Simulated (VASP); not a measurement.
# BP (F-43m) in VASP: a series of runs

The runs below take BP through relaxation of cell and atoms, with PBE.

All numbers are computed with VASP 6.6.1; they aren't measurements. Logs are shortened: lines on timing, memory, paths and dates and some standing lists are left out, and cuts for length are marked.

**1. The cell of the first run**

It takes space group F-43m (No. 216, cubic). The conventional cell has a = 4.538 Å, b = 4.538 Å, c = 4.538 Å, α = 90.00°, β = 90.00°, γ = 90.00°. Within 2.6 Å of B (site symmetry -43m) lie 4 P at 1.97 Å. Within 2.6 Å of P (site symmetry -43m) lie 4 B at 1.97 Å.

**2. Relaxation of cell and atoms, PBE**

INCAR reads:

```
SYSTEM = BP
PREC     = Accurate       ! precision mode
ENCUT    = 500            ! plane-wave cutoff, eV
EDIFF    = 1E-7           ! SCF threshold, eV
ISMEAR   = 0              ! smearing method
SIGMA    = 0.01           ! smearing width, eV
LREAL    = .False.        ! projectors in reciprocal space
LASPH    = .True.         ! aspherical terms in the spheres
NELM     = 120            ! most SCF steps
ALGO     = Normal         ! electronic algorithm
ISIF     = 3              ! what is computed and relaxed
LWAVE    = .False.        ! write WAVECAR
LCHARG   = .False.        ! write CHGCAR
GGA      = PE             ! functional
IBRION   = 2              ! ionic algorithm
NSW      = 80             ! ionic steps
EDIFFG   = -0.02          ! ionic threshold
GGA_COMPAT= .False.      
NELMIN   = 4
```

KPOINTS reads:

```
regular mesh
0
Gamma
  8 8 8
  0 0 0
```

POSCAR reads:

```
BP
1.0
    0.0000000000      2.2690000000      2.2690000000
    2.2690000000      0.0000000000      2.2690000000
    2.2690000000      2.2690000000      0.0000000000
B P
1 1
Direct
    0.0000000000      0.0000000000      0.0000000000
    0.7500000000      0.7500000000      0.7500000000
```

Potentials or basis: VASP PAW PBE potentials, release 64 (B, P).

Launch:

```
cat potpaw_PBE.64/B/POTCAR potpaw_PBE.64/P/POTCAR > POTCAR
mpirun -np 1 vasp_std > vasp.out
```

OUTCAR:

```text
SYSTEM = BP
   PREC = Accurate
   ENCUT = 500
   EDIFF = 1E-7
   ISMEAR = 0
   LREAL = .False.
   LASPH = .True.
   NELM = 120
   ISIF = 3
   GGA = PE
   IBRION = 2
   NSW = 80
   EDIFFG = -0.02
   NELMIN = 4

 ion  position               nearest neighbor table
   1  0.000  0.000  0.000-   2 1.97   2 1.97   2 1.97   2 1.97
   2  0.750  0.750  0.750-   1 1.97   1 1.97   1 1.97   1 1.97

  LATTYP: Found a face centered cubic cell.
 ALAT       =     4.5380000000

  Lattice vectors:

 A1 = (   0.0000000000,   2.2690000000,   2.2690000000)
 A2 = (   2.2690000000,   0.0000000000,   2.2690000000)
 A3 = (   2.2690000000,   2.2690000000,   0.0000000000)

Analysis of symmetry for initial positions (statically):
=====================================================================
 Subroutine PRICEL returns:
 Original cell was already a primitive cell.

 Routine SETGRP: Setting up the symmetry group for a
 face centered cubic supercell.

 Subroutine GETGRP returns: Found 24 space group operations
 (whereof 24 operations were pure point group operations)
 out of a pool of 48 trial point group operations.

The static configuration has the point symmetry T_d .

Analysis of symmetry for dynamics (positions and initial velocities):
=====================================================================
 Subroutine PRICEL returns:
 Original cell was already a primitive cell.

 Routine SETGRP: Setting up the symmetry group for a
 face centered cubic supercell.

 Subroutine GETGRP returns: Found 24 space group operations
 (whereof 24 operations were pure point group operations)
 out of a pool of 48 trial point group operations.

The dynamic configuration has the point symmetry T_d .

 Subroutine INISYM returns: Found 24 space group operations
 (whereof 24 operations are pure point group operations),
 and found     1 'primitive' translations

----------------------------------------------------------------------------------------

                                     Primitive cell

  volume of cell :      23.3633

  direct lattice vectors                    reciprocal lattice vectors
     0.000000000  2.269000000  2.269000000    -0.220361393  0.220361393  0.220361393
     2.269000000  0.000000000  2.269000000     0.220361393 -0.220361393  0.220361393
     2.269000000  2.269000000  0.000000000     0.220361393  0.220361393 -0.220361393

  length of vectors
     3.208850573  3.208850573  3.208850573     0.381677128  0.381677128  0.381677128

  position of ions in fractional coordinates (direct lattice)
     0.000000000  0.000000000  0.000000000
     0.750000000  0.750000000  0.750000000

  ion indices of the primitive-cell ions
   primitive index   ion index
                 1           1
                 2           2

----------------------------------------------------------------------------------------

 KPOINTS: regular mesh

Automatic generation of k-mesh.
 Grid dimensions read from file:
 generate k-points for:    8    8    8

 Generating k-lattice:

  Cartesian coordinates                     Fractional coordinates (reciprocal lattice)
    -0.027545174  0.027545174  0.027545174     0.125000000  0.000000000  0.000000000
     0.027545174 -0.027545174  0.027545174     0.000000000  0.125000000  0.000000000
     0.027545174  0.027545174 -0.027545174     0.000000000  0.000000000  0.125000000

  Length of vectors
     0.047709641  0.047709641  0.047709641

  Shift w.r.t. Gamma in fractional coordinates (k-lattice)
     0.000000000  0.000000000  0.000000000

 Subroutine IBZKPT returns following result:
 ===========================================

 Found     29 irreducible k-points:

 Following reciprocal coordinates:
            Coordinates               Weight
  0.000000  0.000000  0.000000      1.000000
  0.125000  0.000000  0.000000      8.000000
  0.250000  0.000000  0.000000      8.000000
  0.375000  0.000000  0.000000      8.000000
  0.500000  0.000000  0.000000      4.000000
  0.125000  0.125000  0.000000      6.000000
[... 16 lines left out ...]
  0.500000  0.250000  0.125000     48.000000
 -0.375000  0.250000  0.125000     24.000000
 [... further k-points ...]
   k-points           NKPTS =     29   k-points in BZ     NKDIM =     29   number of bands    NBANDS=      8
   number of dos      NEDOS =    301   number of ions     NIONS =      2
   total plane-waves  NPLWV =  13824
   dimension x,y,z NGX =    24 NGY =   24 NGZ =   24
   dimension x,y,z NGXF=    48 NGYF=   48 NGZF=   48
   ions per type =               1   1
   NGX,Y,Z   is equivalent  to a cutoff of  12.43, 12.43, 12.43 a.u.
   NGXF,Y,Z  is equivalent  to a cutoff of  24.87, 24.87, 24.87 a.u.
 SYSTEM =  BP
   PREC   = accura    normal or accurate (medium, high low for compatibility)
   ISTART =      0    job   : 0-new  1-cont  2-samecut
   ICHARG =      2    charge: 1-file 2-atom 10-const
   ISPIN  =      1    spin polarized calculation?
   LNONCOLLINEAR =      F non collinear calculations
   LSORBIT =      F    spin-orbit coupling
   LASPH  =      T    aspherical Exc in radial PAW
   ENCUT  =  500.0 eV  36.75 Ry    6.06 a.u.   5.85  5.85  5.85*2*pi/ulx,y,z
   NELM   =    120;   NELMIN=  4; NELMDL= -5     # of ELM steps
   EDIFF  = 0.1E-06   stopping-criterion for ELM
   LREAL  =      F    real-space projection
   EDIFFG = -.2E-01   stopping-criterion for IOM
   NSW    =     80    number of steps for IOM
   IBRION =      2    ionic relax: 0-MD 1-quasi-New 2-CG
   NFREE  =      1    steps in history (QN), initial steepest desc. (CG)
   ISIF   =      3    stress and relaxation
   ISYM   =      2    0-nonsym 1-usesym 2-fastsym
   POTIM  = 0.5000    time-step for ionic-motion
   TEBEG  =    0.0;   TEEND  =   0.0 temperature during run
   PSTRESS=    0.0 pullay stress
   NELECT =       8.0000    total number of electrons
   NUPDOWN=      -1.0000    fix difference up-down
   EMIN   =  10.00;   EMAX   =-10.00  energy-range for DOS
   EFERMI =   0.00;   METHOD = LEGACY
   ISMEAR =     0;   SIGMA  =   0.01  broadening in eV -4-tet -1-fermi 0-gaus
   EFERMI_NEDOS =   21; number of points for ismear=-14 and -15
   IALGO  =     38    algorithm
   IMIX   =      4    mixing-type and parameters
     AMIX     =   0.40;   BMIX     =  1.00
     AMIX_MAG =   1.60;   BMIX_MAG =  1.00
  volume/ion in A,a.u.               =      11.68        78.83
  Fermi-wavevector in a.u.,A,eV,Ry     =   1.145320  2.164342 17.847562  1.311759
  Thomas-Fermi vector in A             =   2.282009
   LORBIT       =      0    0 simple, 1 ext, 2 COOP (PROOUT), +10 PAW based schemes
   GGA     = PE    functional components
   LHFCALC =     F    Hartree Fock is set to
   AEXX    =    0.0000 exact exchange contribution
   IVDW    =     0    specifies the selected vdW correction
   LEPSILON=     F    determine dielectric tensor
   LRPA    =     F    only Hartree local field effects (RPA)
 conjugate gradient relaxation of ions
 non-spin polarized calculation
 Gauss-broadening in eV      SIGMA  =   0.01
  energy-cutoff  :      500.00
  volume of cell :       23.36
 maximum number of plane-waves:       609
   NGX = 11   NGY = 11   NGZ = 11

--------------------------------------- Ionic step        1  -------------------------------------------

 number of electron       8.0000000 magnetization

 Free energy of the ion-electron system (eV)
  ---------------------------------------------------
  ext. energy  EPLUGINS =         0.00000000
  ---------------------------------------------------
  free energy    TOTEN  =       -12.92828060 eV

  energy without entropy =      -12.92828060  energy(sigma->0) =      -12.92828060

------------------------ aborting loop because EDIFF is reached ----------------------------------------

  FORCE on cell =-STRESS in cart. coord.  units (eV):
  Direction    XX          YY          ZZ          XY          YZ          ZX
  --------------------------------------------------------------------------------------
  -------------------------------------------------------------------------------------
  Total        0.1346028      0.1346028      0.1346028     -0.0000000     -0.0000000      0.0000000
  in kB        9.2306278      9.2306278      9.2306278     -0.0000000     -0.0000000      0.0000000
  external PRESSURE =       9.2306278 kB  Pullay stress =       0.0000000 kB
[... 57 lines left out ...]
  energy  without entropy=      -12.9284556150  energy(sigma->0) =      -12.92845562

--------------------------------------- Ionic step        3  -------------------------------------------

 number of electron       8.0000000 magnetization

 Free energy of the ion-electron system (eV)
  ---------------------------------------------------
  ext. energy  EPLUGINS =         0.00000000
  ---------------------------------------------------
  free energy    TOTEN  =       -12.92865566 eV

  energy without entropy =      -12.92865566  energy(sigma->0) =      -12.92865566

 E-fermi :   7.4361     XC(G=0): -10.8827

 val. band max:        7.3675964779   @ k =   0.0000   0.0000   0.0000
 cond. band min:       8.6436181035   @ k =   0.3750   0.3750   0.0000
 fundamental gap:      1.2760216256
 Fermi energy:         7.4360964990

 k-point     1 :       0.0000    0.0000    0.0000
  band No.  band energies     occupation
      1      -8.0432      2.00000
      2       7.3676      2.00000
      3       7.3676      2.00000
      4       7.3676      2.00000
      5      10.7597      0.00000
      6      10.7597      0.00000
      7      10.7597      0.00000
      8      14.6568      0.00000
[... 243 lines left out ...]
 k-point    24 :      -0.3750    0.2500    0.1250
  band No.  band energies     occupation
      1      -4.0860      2.00000
      2      -1.0458      2.00000
      3       2.8583      2.00000
      4       4.2683      2.00000
      5      11.5589      0.00000
      6      12.5469      0.00000
      7      15.6407      0.00000
      8      17.1221      0.00000

 [... further k-points ...]

------------------------ aborting loop because EDIFF is reached ----------------------------------------

  FORCE on cell =-STRESS in cart. coord.  units (eV):
  Direction    XX          YY          ZZ          XY          YZ          ZX
  --------------------------------------------------------------------------------------
  -------------------------------------------------------------------------------------
  Total        0.0011560      0.0011560      0.0011560     -0.0000000      0.0000000      0.0000000
  in kB        0.0788316      0.0788316      0.0788316     -0.0000000      0.0000000      0.0000000
  external PRESSURE =       0.0788316 kB  Pullay stress =       0.0000000 kB
[... 17 lines left out ...]
  FREE ENERGIE OF THE ION-ELECTRON SYSTEM (eV)
  ---------------------------------------------------
  free  energy   TOTEN  =       -12.9286556561 eV

  energy  without entropy=      -12.9286556561  energy(sigma->0) =      -12.92865566

 reached required accuracy - stopping structural energy minimisation
```

It took 9.2 s on 1 thread of AMD EPYC 7R13 (Zen 3), shared host; peak memory 0.1 GiB.

Results:

```yaml
Free_energy: -12.9287 eV
Relaxed_volume: 11.75 Å³/atom
Relaxed_cell: a = 3.215 Å, b = 3.215 Å, c = 3.215 Å, α = 60.00°, β = 60.00°, γ = 60.00°
Space_group_after_relaxing_to_0.1_Å: F-43m (No. 216)
Energy_gained_by_relaxing: 0.2 meV/atom
Ionic_steps: 3
Pressure_after_relaxing: 0.0 GPa
Band_gap_on_the_k_mesh: 1.28 eV (least direct gap 3.39 eV)
```

Step by step:
```tsv
step	energy change (eV)	largest force (eV/Å)	pressure (GPa)	volume (Å³)
1	0.0000	0.0000	0.92	23.36
2	-0.0002	0.0000	-0.65	23.59
3	-0.0004	0.0000	0.01	23.49
```

Final structure:
```yaml
crystal:
  lattice:
    - [0.00000, 2.27324, 2.27324]
    - [2.27324, 0.00000, 2.27324]
    - [2.27324, 2.27324, 0.00000]
  atoms:
    - { symbol: B, position: [0.00000, 0.00000, 0.00000] }
    - { symbol: P, position: [0.75000, 0.75000, 0.75000] }
```

A k mesh can miss the band edges. PBE usually gives volumes a little too large and moduli too small.

**3. Relaxation of cell and atoms, PBE, target pressure 2 GPa, at which the enthalpy is minimised**

INCAR reads:

```
PREC = Accurate
ENCUT = 500
EDIFF = 1E-7
ISMEAR = 0
SIGMA = 0.01
LREAL = F
LASPH = T
NELM = 120
ALGO = Normal
ISIF = 3
LWAVE = F
LCHARG = F
GGA = PE
IBRION = 2
NSW = 80
EDIFFG = -0.02
PSTRESS = 20.0
GGA_COMPAT = F
NELMIN = 4
```

KPOINTS reads:

```
regular mesh
0
Gamma
  8 8 8
```

POSCAR is that of step 2.

Potentials or basis: VASP PAW PBE potentials, release 64 (B, P).

Launch:

```
cat potpaw_PBE.64/B/POTCAR potpaw_PBE.64/P/POTCAR > POTCAR
mpirun -np 1 vasp_std > vasp.out
```

Run time: 9.5 s. Hardware: 1 thread of AMD EPYC 7R13 (Zen 3), shared host; peak memory 0.1 GiB.

Results (log left out):

```yaml
Free_energy: -12.9269 eV
Relaxed_volume: 11.61 Å³/atom
Relaxed_cell: a = 3.202 Å, b = 3.202 Å, c = 3.202 Å, α = 60.00°, β = 60.00°, γ = 60.00°
Space_group_after_relaxing_to_0.1_Å: F-43m (No. 216)
Energy_change_on_relaxing_the_run_minimises_the_enthalpy: +0.7 meV/atom
Ionic_steps: 3
Pressure_after_relaxing: 2.0 GPa
Band_gap_on_the_k_mesh: 1.26 eV (least direct gap 3.41 eV)
```

Step by step:
| step | energy change (eV) | largest force (eV/Å) | pressure (GPa) | volume (Å³) |
| --- | --- | --- | --- | --- |
| 1 | 0.0000 | 0.0000 | 0.92 | 23.36 |
| 2 | 0.0031 | 0.0000 | 2.85 | 23.10 |
| 3 | 0.0014 | 0.0000 | 2.01 | 23.21 |

Final structure:
```yaml
crystal:
  lattice:
    - [0.00000, 2.26410, 2.26410]
    - [2.26410, 0.00000, 2.26410]
    - [2.26410, 2.26410, 0.00000]
  atoms:
    - { symbol: B, position: [0.00000, 0.00000, 0.00000] }
    - { symbol: P, position: [0.75000, 0.75000, 0.75000] }
```

Levels at points of the mesh, in eV from the valence-band top:
```csv
k point,band 1,band 2,band 3,band 4,band 5,band 6,band 7,band 8
"(0.00, 0.00, 0.00)",-15.52,0.00,0.00,0.00,3.41,3.41,3.41,7.47
"(0.50, 0.00, 0.00)",-12.17,-9.08,-1.77,-1.77,3.82,4.72,4.72,10.15
"(0.50, 0.50, 0.00)",-10.63,-8.62,-4.14,-4.14,1.32,1.65,12.18,12.18
```

Caveat: the cell is relaxed towards a set pressure, so the run minimises the enthalpy, not the energy. PBE gaps usually lie below the measured ones, often by a third to a half.
